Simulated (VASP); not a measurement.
Set up this calculation in VASP 6.6.1, as the native input.

```
Task                   : single point
Functional             : r2SCAN
Potentials or basis    : VASP PAW PBE potentials, release 64 (Au)
Cutoff                 : 520 eV
k mesh                 : 16 × 16 × 16
Occupations            : fermi-dirac, width 0.05 eV
Spin                   : no spin polarisation
Dipole correction      : no
Further INCAR settings : ALGO = Normal; EDIFF = 1e-06; NBANDS = 12
```

Au:

```
Au
1.0
     0.00000    1.68943    1.68943
     1.68943    0.00000    1.68943
     1.68943    1.68943    0.00000
Au
1
Direct
  0.00000 0.00000 0.00000
```

This cell differs from its parent crystal: volume scaled by 0.55, level accurate.

The input as run:

POSCAR

```
Au
1.0
    0.0000000000      1.6894330440      1.6894330440
    1.6894330440      0.0000000000      1.6894330440
    1.6894330440      1.6894330440      0.0000000000
Au
1
Direct
    0.0000000000      0.0000000000      0.0000000000
```

INCAR.step1

```
  ALGO = Normal
  EDIFF = 1E-4
  ENCUT = 520
  GGA = PE
  ISMEAR = -1
  LASPH = T
  LCHARG = F
  LREAL = F
  LWAVE = T
  NBANDS = 12
  NELM = 80
  PREC = Accurate
  SIGMA = 0.05
```

INCAR.step2

```
  ALGO = Normal
  EDIFF = 1E-6
  ENCUT = 520
  ISIF = 2
  ISMEAR = -1
  ISTART = 1
  LASPH = T
  LCHARG = F
  LMIXTAU = T
  LREAL = F
  LWAVE = F
  METAGGA = R2SCAN
  NBANDS = 12
  NELM = 80
  PREC = Accurate
  SIGMA = 0.05
```

KPOINTS

```
k-points
0
Gamma
  16 16 16
```

Potentials or basis: VASP PAW PBE potentials, release 64 (Au).

Launch:

```console
$ cat potpaw_PBE.64/Au/POTCAR > POTCAR
$ cp INCAR.step1 INCAR
$ mpirun -np 1 vasp_std > vasp.out
$ cp INCAR.step2 INCAR
$ mpirun -np 1 vasp_std > vasp.out
```

It gave:

```yaml
Pressure: 499.2 GPa
```

Caveat: the PAW data sets were made with another functional, which shifts forces and pressure a little.

It took 100 s on 1 thread of Intel Xeon 8259CL, on a shared host, peak memory 0.14 GiB.
